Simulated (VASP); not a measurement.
A run of VASP 6.6.1 is set up as follows.

File INCAR:

```
PREC = Accurate ; ENCUT = 600
EDIFF = 1E-6 ; ISMEAR = 0
SIGMA = 0.15 ; LREAL = Auto
LASPH = True ; NELM = 80
ALGO = Normal ; ISIF = 3
LWAVE = False ; LCHARG = False
GGA = PE ; IBRION = 2
NSW = 36 ; EDIFFG = -0.08
```

KPOINTS

```
regular mesh
0
Gamma
  3 3 1
```

Contents of POSCAR:

```
Sn2PdSe5
1.0
    2.3500000000     -6.4500000000      0.0000000000
    2.3500000000      6.4500000000      0.0000000000
    0.0000000000      0.0000000000     13.3500000000
Sn Pd Se
4 2 10
Direct
    0.1350000000      0.8650000000      0.9350000000
    0.1350000000      0.8650000000      0.5650000000
    0.8650000000      0.1350000000      0.4350000000
    0.8650000000      0.1350000000      0.0650000000
    0.8100000000      0.1900000000      0.7500000000
    0.1900000000      0.8100000000      0.2500000000
    0.6890000000      0.3110000000      0.9300000000
    0.9520000000      0.0480000000      0.8850000000
    0.6890000000      0.3110000000      0.5700000000
    0.9520000000      0.0480000000      0.6150000000
    0.2350000000      0.7650000000      0.7500000000
    0.3110000000      0.6890000000      0.4300000000
    0.0480000000      0.9520000000      0.3850000000
    0.3110000000      0.6890000000      0.0700000000
    0.0480000000      0.9520000000      0.1150000000
    0.7650000000      0.2350000000      0.2500000000
```

Potentials or basis: VASP PAW PBE potentials, release 64 (Sn_d, Pd, Se).

Run with:

```sh
$ cat potpaw_PBE.64/Sn_d/POTCAR potpaw_PBE.64/Pd/POTCAR potpaw_PBE.64/Se/POTCAR > POTCAR
$ mpirun -np 1 vasp_std > vasp.out
```

Problem. Estimate the space group after relaxing (to 0.1 Å).

Solution. Cmcm (No. 63).

Problem. Estimate the relaxed volume.

Solution. 28.57 Å³/atom.

Final structure:
```
CELL_PARAMETERS angstrom
2.69233 -6.77037 0.00000
2.69233 6.77037 0.00000
0.00000 0.00000 12.53997
ATOMIC_POSITIONS crystal
Sn 0.13814 0.86186 0.93074
Sn 0.13814 0.86186 0.56926
Sn 0.86186 0.13814 0.43074
Sn 0.86186 0.13814 0.06926
Pd 0.79230 0.20770 0.75000
Pd 0.20770 0.79230 0.25000
Se 0.69299 0.30701 0.92065
Se 0.94392 0.05608 0.87449
Se 0.69299 0.30701 0.57935
Se 0.94392 0.05608 0.62551
Se 0.26063 0.73937 0.75000
Se 0.30701 0.69299 0.42065
Se 0.05608 0.94392 0.37449
Se 0.30701 0.69299 0.07935
Se 0.05608 0.94392 0.12551
Se 0.73937 0.26063 0.25000
```

Caveat: the k points lie up to 0.50 Å⁻¹ apart in the final cell, too coarse for converged energies and pressures of a metal.
